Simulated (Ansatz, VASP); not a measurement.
**HfSc2O2: VASP beside Ansatz**

Contents of INCAR:

```
SYSTEM = HfSc2O2
PREC     = Accurate       ! precision mode
ENCUT    = 600            ! plane-wave cutoff, eV
EDIFF    = 1E-7           ! SCF threshold, eV
ISMEAR   = 0              ! smearing method
SIGMA    = 0.1            ! smearing width, eV
LREAL    = .FALSE.        ! projectors in reciprocal space
LASPH    = .TRUE.         ! aspherical terms in the spheres
NELM     = 120            ! most SCF steps
ALGO     = Normal         ! electronic algorithm
ISIF     = 3              ! what is computed and relaxed
LWAVE    = .FALSE.        ! write WAVECAR
LCHARG   = .FALSE.        ! write CHGCAR
GGA      = PE             ! functional
IBRION   = 2              ! ionic algorithm
NSW      = 90             ! ionic steps
EDIFFG   = -0.04          ! ionic threshold
GGA_COMPAT= .FALSE.      
NELMIN   = 4
```

KPOINTS

```
Automatic mesh
0
G
  6 6 4
  0 0 0
```

The input POSCAR:

```
HfSc2O2
1.0
    3.8139106379      0.0000000000      0.0000000000
   -1.9069553190      3.3029435002      0.0000000000
    0.0000000000      0.0000000000      6.4752731195
Hf Sc O
1 2 2
Direct
    0.0000000000      0.0000000000      0.0000000000
    0.3333333333      0.6666666667      0.6200000000
    0.6666666667      0.3333333333      0.3800000000
    0.3333333333      0.6666666667      0.2600000000
    0.6666666667      0.3333333333      0.7400000000
```

Input for Ansatz:

```yaml
crystal:
  lattice:
    - [3.8139106379, 0.0, 0.0]
    - [-1.906955319, 3.3029435002, 0.0]
    - [0.0, 0.0, 6.4752731195]
  atoms:
    - { symbol: Hf, position: [0.0, 0.0, 0.0] }
    - { symbol: Sc, position: [0.3333333333, 0.6666666667, 0.62] }
    - { symbol: Sc, position: [0.6666666667, 0.3333333333, 0.38] }
    - { symbol: O, position: [0.3333333333, 0.6666666667, 0.26] }
    - { symbol: O, position: [0.6666666667, 0.3333333333, 0.74] }
basis:
  ecutwfc: 420
kpoints:
  mp_grid: { grid: [6, 6, 4] }
hamiltonian:
  xc: pbe
scf:
  occupations: { method: gaussian, width: 0.1 }
  lower_state_search: "off"
output:
  forces: true
  stress: true
  eigenvalues: true
relax:
  adjacent_minimum: "off"
  f_tol: 0.04
  max_steps: 70
  cell: { stress_tol: 0.4 }
```

Alike in both runs: task relaxation of cell and atoms; functional PBE; k mesh 6 × 6 × 4; occupations gaussian, width 0.1 eV; no spin polarisation.

```csv
,VASP,Ansatz
version,VASP 6.6.1,Ansatz 0.2.0
potentials or method,"VASP PAW PBE potentials, release 64 (Hf_pv, Sc_sv, O), cutoff 600 eV","scalar-relativistic, plane waves, PAW"
valence electrons in the cell,44,60
```

VASP gave:

| Item | Value |
| --- | --- |
| gap on the k mesh at the Fermi level, each at its own relaxed structure (eV) | none |
| relaxed volume (Å³/atom) | 14.11 |
| relaxed cell length with the largest relative difference (Å) | 7.949 |

**Question.** What did Ansatz give for the same quantities?

**Answer.** gap on the k mesh at the Fermi level, each at its own relaxed structure (eV): none; relaxed volume (Å³/atom): 14.06; relaxed cell length with the largest relative difference (Å): 8.063.

A gap of «none» marks a metal or a gap that the smearing closes. VASP's potentials hold 44 valence electrons a cell and Ansatz's 60, so a difference there can come from the potentials and not from the codes.

Neither program's run includes spin-orbit coupling.
